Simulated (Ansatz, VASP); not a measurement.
Two plane-wave programs on Sn

INCAR

```
SYSTEM = Sn
PREC = Accurate ; ENCUT = 520
EDIFF = 1E-6 ; ISMEAR = 0
SIGMA = 0.15 ; LREAL = .False.
LASPH = .True. ; NELM = 60
ALGO = Fast ; ISIF = 2
LWAVE = .False. ; LCHARG = .False.
GGA = PE ; IVDW = 12
NBANDS = 13
```

Contents of KPOINTS:

```
regular mesh
0
Gamma
  20 20 20
  0 0 0
```

The input POSCAR:

```
Sn
1.0
   -1.7829356241      1.7829356241      2.1395227489
    1.7829356241     -1.7829356241      2.1395227489
    1.7829356241      1.7829356241     -2.1395227489
Sn
1
Direct
    0.0000000000      0.0000000000      0.0000000000
```

Input for Ansatz:

```yaml
crystal:
  lattice:
    - [-1.7829356241, 1.7829356241, 2.1395227489]
    - [1.7829356241, -1.7829356241, 2.1395227489]
    - [1.7829356241, 1.7829356241, -2.1395227489]
  atoms:
    - { symbol: Sn, position: [0.0, 0.0, 0.0] }
basis:
  ecutwfc: 420
kpoints:
  mp_grid: { grid: [20, 20, 20] }
hamiltonian:
  xc: pbe
  dispersion: d3bj
scf:
  occupations: { method: gaussian, width: 0.15 }
output:
  forces: true
  stress: true
  eigenvalues: true
```

Alike in both runs: task single point; functional PBE; dispersion D3(BJ); k mesh 20 × 20 × 20; occupations gaussian, width 0.15 eV; no spin polarisation.

```csv
,VASP,Ansatz
version,VASP 6.6.1,Ansatz 0.2.0
potentials or method,"VASP PAW PBE potentials, release 64 (Sn_d), cutoff 520 eV","scalar-relativistic, plane waves, PAW"
valence electrons in the cell,14,14
```

|  | VASP | Ansatz | Ansatz less VASP |
| --- | --- | --- | --- |
| gap on the k mesh at the Fermi level (eV) | none | none | - |
| pressure (GPa) | -1.1 | -1.1 | -0.01 |
| traceless stress, the component that is largest in VASP (GPa) | 0.07 | 0.06 | -0.008 |

A gap of «none» marks a metal or a gap that the smearing closes.
